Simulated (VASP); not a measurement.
# BaTe (F-43m) in VASP: a series of runs, part 2 of 2

VASP 6.6.1.

## (3) Single point, r2SCAN

Input file POSCAR:

```
BaTe
1.0
    0.0000000000      3.9141586662      3.9141586662
    3.9141586662      0.0000000000      3.9141586662
    3.9141586662      3.9141586662      0.0000000000
Ba Te
1 1
Direct
    0.0000000000      0.0000000000      0.0000000000
    0.2500000000      0.2500000000      0.2500000000
```

Input file INCAR.step1:

```
PREC = Accurate ; ENCUT = 520
ISMEAR = 0 ; SIGMA = 0.01
LREAL = False ; LASPH = True
NELM = 60 ; NBANDS = 15
GGA = PE ; ALGO = Normal
EDIFF = 1E-4 ; LWAVE = True
LCHARG = False
```

Input file INCAR.step2:

```
PREC = Accurate ; ENCUT = 520
EDIFF = 1E-6 ; ISMEAR = 0
SIGMA = 0.01 ; LREAL = False
LASPH = True ; NELM = 60
ALGO = Normal ; ISIF = 2
LWAVE = False ; LCHARG = False
METAGGA = R2SCAN ; LMIXTAU = True
NBANDS = 15 ; ISTART = 1
```

Input file KPOINTS:

```
regular mesh
0
Gamma
  4 4 4
```

Potentials or basis: VASP PAW PBE potentials, release 64 (Ba_sv, Te).

Launch:

```sh
$ cat potpaw_PBE.64/Ba_sv/POTCAR potpaw_PBE.64/Te/POTCAR > POTCAR
$ cp INCAR.step1 INCAR
$ mpirun -np 1 vasp_std > vasp.out
$ cp INCAR.step2 INCAR
$ mpirun -np 1 vasp_std > vasp.out
```

OUTCAR:

```text
PREC = Accurate
   ENCUT = 520
   EDIFF = 1E-6
   ISMEAR = 0
   LREAL = False
   LASPH = True
   NELM = 60
   ISIF = 2
   METAGGA = R2SCAN
   ISTART = 1

 ion  position               nearest neighbor table
   1  0.000  0.000  0.000-   2 3.39   2 3.39   2 3.39   2 3.39
   2  0.250  0.250  0.250-   1 3.39   1 3.39   1 3.39   1 3.39

  LATTYP: Found a face centered cubic cell.
 ALAT       =     7.8283173324

  Lattice vectors:

 A1 = (   0.0000000000,   3.9141586662,   3.9141586662)
 A2 = (   3.9141586662,   0.0000000000,   3.9141586662)
 A3 = (   3.9141586662,   3.9141586662,   0.0000000000)

Analysis of symmetry for initial positions (statically):
=====================================================================
 Subroutine PRICEL returns:
 Original cell was already a primitive cell.

 Routine SETGRP: Setting up the symmetry group for a
 face centered cubic supercell.

 Subroutine GETGRP returns: Found 24 space group operations
 (whereof 24 operations were pure point group operations)
 out of a pool of 48 trial point group operations.

The static configuration has the point symmetry T_d .

Analysis of symmetry for dynamics (positions and initial velocities):
=====================================================================
 Subroutine PRICEL returns:
 Original cell was already a primitive cell.

 Routine SETGRP: Setting up the symmetry group for a
 face centered cubic supercell.

 Subroutine GETGRP returns: Found 24 space group operations
 (whereof 24 operations were pure point group operations)
 out of a pool of 48 trial point group operations.

The dynamic configuration has the point symmetry T_d .

 Subroutine INISYM returns: Found 24 space group operations
 (whereof 24 operations are pure point group operations),
 and found     1 'primitive' translations

----------------------------------------------------------------------------------------

                                     Primitive cell

  volume of cell :     119.9348

  direct lattice vectors                    reciprocal lattice vectors
     0.000000000  3.914158666  3.914158666    -0.127741372  0.127741372  0.127741372
     3.914158666  0.000000000  3.914158666     0.127741372 -0.127741372  0.127741372
     3.914158666  3.914158666  0.000000000     0.127741372  0.127741372 -0.127741372

  length of vectors
     5.535456271  5.535456271  5.535456271     0.221254547  0.221254547  0.221254547

  position of ions in fractional coordinates (direct lattice)
     0.000000000  0.000000000  0.000000000
     0.250000000  0.250000000  0.250000000

  ion indices of the primitive-cell ions
   primitive index   ion index
                 1           1
                 2           2

----------------------------------------------------------------------------------------

 KPOINTS: regular mesh

Automatic generation of k-mesh.
 Grid dimensions read from file:
 generate k-points for:    4    4    4

 Generating k-lattice:

  Cartesian coordinates                     Fractional coordinates (reciprocal lattice)
[... 23 lines left out ...]
  0.500000  0.500000  0.000000      3.000000
 -0.250000  0.500000  0.250000      6.000000
   k-points           NKPTS =      8   k-points in BZ     NKDIM =      8   number of bands    NBANDS=     15
   number of dos      NEDOS =    301   number of ions     NIONS =      2
   total plane-waves  NPLWV =  74088
   dimension x,y,z NGX =    42 NGY =   42 NGZ =   42
   dimension x,y,z NGXF=    84 NGYF=   84 NGZF=   84
   ions per type =               1   1
   NGX,Y,Z   is equivalent  to a cutoff of  12.61, 12.61, 12.61 a.u.
   NGXF,Y,Z  is equivalent  to a cutoff of  25.23, 25.23, 25.23 a.u.
 SYSTEM =  unknown system
   PREC   = accura    normal or accurate (medium, high low for compatibility)
   ISTART =      1    job   : 0-new  1-cont  2-samecut
   ICHARG =      0    charge: 1-file 2-atom 10-const
   ISPIN  =      1    spin polarized calculation?
   LNONCOLLINEAR =      F non collinear calculations
   LSORBIT =      F    spin-orbit coupling
   LASPH  =      T    aspherical Exc in radial PAW
   ENCUT  =  520.0 eV  38.22 Ry    6.18 a.u.  10.29 10.29 10.29*2*pi/ulx,y,z
   NELM   =     60;   NELMIN=  2; NELMDL=  0     # of ELM steps
   EDIFF  = 0.1E-05   stopping-criterion for ELM
   LREAL  =      F    real-space projection
   EDIFFG = 0.1E-04   stopping-criterion for IOM
   NSW    =      0    number of steps for IOM
   IBRION =     -1    ionic relax: 0-MD 1-quasi-New 2-CG
   NFREE  =      0    steps in history (QN), initial steepest desc. (CG)
   ISIF   =      2    stress and relaxation
   ISYM   =      2    0-nonsym 1-usesym 2-fastsym
   POTIM  = 0.5000    time-step for ionic-motion
   TEBEG  =    0.0;   TEEND  =   0.0 temperature during run
   PSTRESS=    0.0 pullay stress
   NELECT =      16.0000    total number of electrons
   NUPDOWN=      -1.0000    fix difference up-down
   EMIN   =  10.00;   EMAX   =-10.00  energy-range for DOS
   EFERMI =   0.00;   METHOD = LEGACY
   ISMEAR =     0;   SIGMA  =   0.01  broadening in eV -4-tet -1-fermi 0-gaus
   EFERMI_NEDOS =   21; number of points for ismear=-14 and -15
   IALGO  =     38    algorithm
   IMIX   =      4    mixing-type and parameters
     AMIX     =   0.40;   BMIX     =  1.00
     AMIX_MAG =   1.60;   BMIX_MAG =  1.00
  volume/ion in A,a.u.               =      59.97       404.68
  Fermi-wavevector in a.u.,A,eV,Ry     =   0.836501  1.580757  9.520455  0.699734
  Thomas-Fermi vector in A             =   1.950236
   LORBIT       =      0    0 simple, 1 ext, 2 COOP (PROOUT), +10 PAW based schemes
   METAGGA = R2SCAN    functional components
   LHFCALC =     F    Hartree Fock is set to
   AEXX    =    0.0000 exact exchange contribution
   IVDW    =     0    specifies the selected vdW correction
   LEPSILON=     F    determine dielectric tensor
   LRPA    =     F    only Hartree local field effects (RPA)
 non-spin polarized calculation
 Gauss-broadening in eV      SIGMA  =   0.01
  energy-cutoff  :      520.00
  volume of cell :      119.93
 maximum number of plane-waves:      3250
 NGX is ok and might be reduce to    42
   NGX = 21   NGY = 21   NGZ = 21

 number of electron      16.0000000 magnetization

 Free energy of the ion-electron system (eV)
  ---------------------------------------------------
  ext. energy  EPLUGINS =         0.00000000
  ---------------------------------------------------
  free energy    TOTEN  =       -55.37534636 eV

  energy without entropy =      -55.37534636  energy(sigma->0) =      -55.37534636

 E-fermi :  -0.0810     XC(G=0):  -7.0548

 val. band max:       -0.2076919733   @ k =  -0.2500   0.5000   0.2500
 cond. band min:       2.7395273812   @ k =   0.0000   0.0000   0.0000
 fundamental gap:      2.9472193545
 Fermi energy:        -0.0809877332

 k-point     1 :       0.0000    0.0000    0.0000
  band No.  band energies     occupation
      1     -27.8923      2.00000
      2     -12.6565      2.00000
      3     -12.6565      2.00000
      4     -12.6565      2.00000
      5      -9.2037      2.00000
      6      -0.6355      2.00000
      7      -0.6355      2.00000
      8      -0.6355      2.00000
      9       2.7395      0.00000
     10       4.3875      0.00000
     11       4.3875      0.00000
     12       6.3453      0.00000
     13       6.3453      0.00000
     14       6.3453      0.00000
[... 113 lines left out ...]
      2     -12.8480      2.00000
      3     -12.7067      2.00000
      4     -12.6934      2.00000
      5      -8.8243      2.00000
      6      -0.7551      2.00000
      7      -0.6918      2.00000
      8      -0.2077      2.00000
      9       2.9874      0.00000
     10       3.9852      0.00000
     11       5.0526      0.00000
     12       5.3861      0.00000
     13       6.2554      0.00000
     14       7.4605      0.00000
     15       7.6758      0.00000

------------------------ aborting loop because EDIFF is reached ----------------------------------------

  FORCE on cell =-STRESS in cart. coord.  units (eV):
  Direction    XX          YY          ZZ          XY          YZ          ZX
  --------------------------------------------------------------------------------------
  -------------------------------------------------------------------------------------
  Total        0.1286790      0.1286790      0.1286790      0.0000000      0.0000000      0.0000000
  in kB        1.7189884      1.7189884      1.7189884      0.0000000      0.0000000      0.0000000
  external PRESSURE =       1.7189884 kB  Pullay stress =       0.0000000 kB

 VOLUME and BASIS-vectors are now :
 -----------------------------------------------------------------------------
  energy-cutoff  :      520.00
  volume of cell :      119.93
      direct lattice vectors                 reciprocal lattice vectors
     0.000000000  3.914158666  3.914158666    -0.127741372  0.127741372  0.127741372
     3.914158666  0.000000000  3.914158666     0.127741372 -0.127741372  0.127741372
     3.914158666  3.914158666  0.000000000     0.127741372  0.127741372 -0.127741372

 POSITION                                       TOTAL-FORCE (eV/Angst)
 -----------------------------------------------------------------------------------
      0.00000      0.00000      0.00000         0.000000      0.000000     -0.000000
      1.95708      1.95708      1.95708         0.000000     -0.000000      0.000000
 -----------------------------------------------------------------------------------
    total drift:                               -0.000000     -0.000000     -0.000000

  FREE ENERGIE OF THE ION-ELECTRON SYSTEM (eV)
  ---------------------------------------------------
  free  energy   TOTEN  =       -55.3753463642 eV

  energy  without entropy=      -55.3753463642  energy(sigma->0) =      -55.37534636
```

OUTCAR.step1:

```text
PREC = Accurate
   ENCUT = 520
   ISMEAR = 0
   LREAL = False
   LASPH = True
[... 347 lines left out ...]
      0.00000      0.00000      0.00000        -0.000000     -0.000000     -0.000000
      1.95708      1.95708      1.95708         0.000000      0.000000      0.000000
 -----------------------------------------------------------------------------------
    total drift:                               -0.000000     -0.000000     -0.000000

  FREE ENERGIE OF THE ION-ELECTRON SYSTEM (eV)
  ---------------------------------------------------
  free  energy   TOTEN  =        -8.0908108002 eV

  energy  without entropy=       -8.0908108002  energy(sigma->0) =       -8.09081080
```

OSZICAR.step1:

```text
N       E                     dE             d eps       ncg     rms          rms(c)
DAV:   1     0.879954188688E+02    0.87995E+02   -0.59566E+03   240   0.854E+02
DAV:   2    -0.145646257644E+01   -0.89452E+02   -0.83253E+02   333   0.152E+02
DAV:   3    -0.834299794588E+01   -0.68865E+01   -0.68551E+01   340   0.457E+01
DAV:   4    -0.847490338010E+01   -0.13191E+00   -0.13177E+00   313   0.661E+00
DAV:   5    -0.847930475480E+01   -0.44014E-02   -0.44013E-02   357   0.930E-01    0.368E+00
DAV:   6    -0.811434258326E+01    0.36496E+00   -0.37881E-01   254   0.261E+00    0.248E+00
DAV:   7    -0.806831571341E+01    0.46027E-01   -0.29259E-01   282   0.239E+00    0.104E+00
DAV:   8    -0.808556696541E+01   -0.17251E-01   -0.36308E-02   261   0.114E+00    0.282E-01
DAV:   9    -0.808893449302E+01   -0.33675E-02   -0.76237E-03   268   0.466E-01    0.144E-01
DAV:  10    -0.809012424985E+01   -0.11898E-02   -0.10096E-03   275   0.176E-01    0.332E-02
DAV:  11    -0.809078654844E+01   -0.66230E-03   -0.85126E-04   268   0.127E-01    0.376E-02
DAV:  12    -0.809081080018E+01   -0.24252E-04   -0.41662E-05   284   0.315E-02
   1 F= -.80908108E+01 E0= -.80908108E+01  d E =-.622519E-49
```

Wall time 3.4 min (1 thread of Intel Xeon 8259CL, shared host); peak memory 0.28 GiB.

What came out:

```yaml
Free_energy: -55.3753 eV
Pressure: 0.2 GPa
Band_gap_on_the_k_mesh: 2.95 eV, indirect (least direct gap 3.18 eV)
```

Caveat: the PAW data sets were made with another functional, which shifts forces and pressure a little; spin-orbit coupling is left out, which moves the levels of the heavy elements.
